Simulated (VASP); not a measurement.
The system is Sn.

```xyz
2
Lattice="-0.1095 3.1750 3.1750 3.1750 -0.1095 3.1750 3.1750 3.1750 -0.1095" Properties=species:S:1:pos:R:3 pbc="T T T"
Sn   -0.0202   -0.0202   -0.0202
Sn    1.5803    1.5803    1.5803
```

This cell differs from its parent crystal: strain along [111] -5.0%.

Base run:

| Property | Result |
| --- | --- |
| Program | VASP 6.6.1 |
| Functional | r2SCAN |
| Potentials or basis | VASP PAW PBE potentials, release 64 (Sn_d) |
| Cutoff | 520 eV |
| k mesh | 6 × 6 × 6 |
| Occupations | fermi-dirac, width 0.02 eV |
| Spin | no spin polarisation |

Its results: band gap on the k mesh zero (bands 14 and 15 overlap by 0.18 eV); pressure 2.5 GPa; largest force 0.005 eV/Å.

Problem. The run is repeated on the same cell with these changes: functional from r2SCAN to PBE; further incar settings from ALGO = Normal; EDIFF = 1e-07; NBANDS = 21 to ALGO = Normal; EDIFF = 1e-06; NBANDS = 21. What comes out?

Solution. Band gap on the k mesh zero (bands 14 and 15 overlap by 0.38 eV); pressure 4.1 GPa; largest force 0.070 eV/Å.

Caveats: spin-orbit coupling is left out, which moves the levels of the heavy elements; the PAW data sets were made with another functional, which shifts forces and pressure a little (at least some runs); the cell stands under pressure (at least some runs).
